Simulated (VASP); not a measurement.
Mg3CdSe4:

```
Mg Cd Se
1.0
    -2.86442    2.86442    5.72884
     2.86442   -2.86442    5.72884
     2.86442    2.86442   -5.72884
Mg Cd Se
3 1 4
Direct
  0.50000 0.50000 0.00000
  0.75000 0.25000 0.50000
  0.25000 0.75000 0.50000
  0.00000 0.00000 0.00000
  0.75000 0.75000 0.00000
  0.25000 0.25000 0.00000
  0.50000 0.00000 0.50000
  0.00000 0.50000 0.50000
```

- Program: VASP 6.6.1
- Task: relaxation of cell and atoms
- Functional: PBE
- Potentials or basis: VASP PAW PBE potentials, release 64 (Mg, Cd, Se)
- Cutoff: 600 eV
- k mesh: 4 × 4 × 4
- Occupations: gaussian, width 0.1 eV
- Spin: no spin polarisation

At the start: pressure -4.1 GPa; volume 23.50 Å³/atom.

Where does the relaxation end?

Over 5 steps the energy falls by 28.3 meV/atom and the volume is 21.65 Å³/atom (-7.9 %); space group I4/mmm (No. 139, to 0.1 Å) before and after.

The path:
```csv
step,energy change (eV),largest force (eV/Å),pressure (GPa),volume (Å³)
1,0.0000,0.2943,-4.09,188.02
2,-0.2039,0.3340,0.54,172.14
3,-0.2056,0.3312,0.11,173.33
4,-0.2148,0.2461,0.09,173.29
5,-0.2263,0.0025,0.09,173.17
```

Final structure:
```
Mg Cd Se
1.0
    -2.78523    2.78523    5.58058
     2.78523   -2.78523    5.58058
     2.78523    2.78523   -5.58058
Mg Cd Se
3 1 4
Direct
  0.50000 0.50000 0.00000
  0.75000 0.25000 0.50000
  0.25000 0.75000 0.50000
  0.00000 0.00000 0.00000
  0.74326 0.74326 0.00000
  0.25674 0.25674 0.00000
  0.50000 0.00000 0.50000
  0.00000 0.50000 0.50000
```
